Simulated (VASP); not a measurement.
Here is a VASP 6.6.1 calculation.

File INCAR:

```
SYSTEM = BaTiO3
PREC     = Accurate       ! precision mode
ENCUT    = 520            ! plane-wave cutoff, eV
EDIFF    = 1E-6           ! SCF threshold, eV
ISMEAR   = 0              ! smearing method
SIGMA    = 0.02           ! smearing width, eV
LREAL    = .FALSE.        ! projectors in reciprocal space
LASPH    = .TRUE.         ! aspherical terms in the spheres
NELM     = 150            ! most SCF steps
ALGO     = Normal         ! electronic algorithm
ISIF     = 2              ! what is computed and relaxed
LWAVE    = .FALSE.        ! write WAVECAR
LCHARG   = .FALSE.        ! write CHGCAR
LMAXMIX  = 4              ! l up to which the mixer works
LDAU     = .TRUE.         ! DFT+U
LDAUTYPE = 2            
LDAUL    = -1 2 -1        ! shell
LDAUU    = 0 4 0          ! U, eV
LDAUJ    = 0 0 0        
LDAUPRINT= 1            
GGA      = PE             ! functional
NBANDS   = 28             ! bands
```

The input KPOINTS:

```
regular mesh
0
G
  6 6 6
  0 0 0
```

Contents of POSCAR:

```
BaTiO3
1.0
    4.0071819477      0.0000000000      0.0000000000
    0.0000000000      2.8735950328      2.8869812523
    0.0000000000     -2.8735950328      2.8869812523
Ba Ti O
1 1 3
Direct
    0.0000000000      0.0048291909      0.0048291909
    0.5000000000      0.5166595134      0.5166595134
    0.5000000000      0.9796706457      0.4905170140
    0.5000000000      0.4905170140      0.9796706457
    0.0000000000      0.4882236360      0.4882236360
```

Potentials or basis: VASP PAW PBE potentials, release 64 (Ba_sv, Ti_sv, O).

Command:

```bash
$ cat potpaw_PBE.64/Ba_sv/POTCAR potpaw_PBE.64/Ti_sv/POTCAR potpaw_PBE.64/O/POTCAR > POTCAR
$ mpirun -np 1 vasp_std > vasp.out
```

Q: Estimate the pressure.

A: 3.5 GPa.

Q: Estimate the band gap on the k mesh.

A: 2.50 eV (least direct gap 2.92 eV).

Q: Predict the largest force.

A: 0.595 eV/Å.

Forces on the atoms (eV/Å):
```
Ba   0.000  0.000 -0.041
Ti   0.000  0.000 -0.595
O    0.000  0.306  0.310
O    0.000 -0.306  0.310
O    0.000  0.000  0.016
```

Caveat: the cell stands under pressure; spin-orbit coupling is left out, which moves the levels of the heavy elements. A k mesh can miss the band edges.
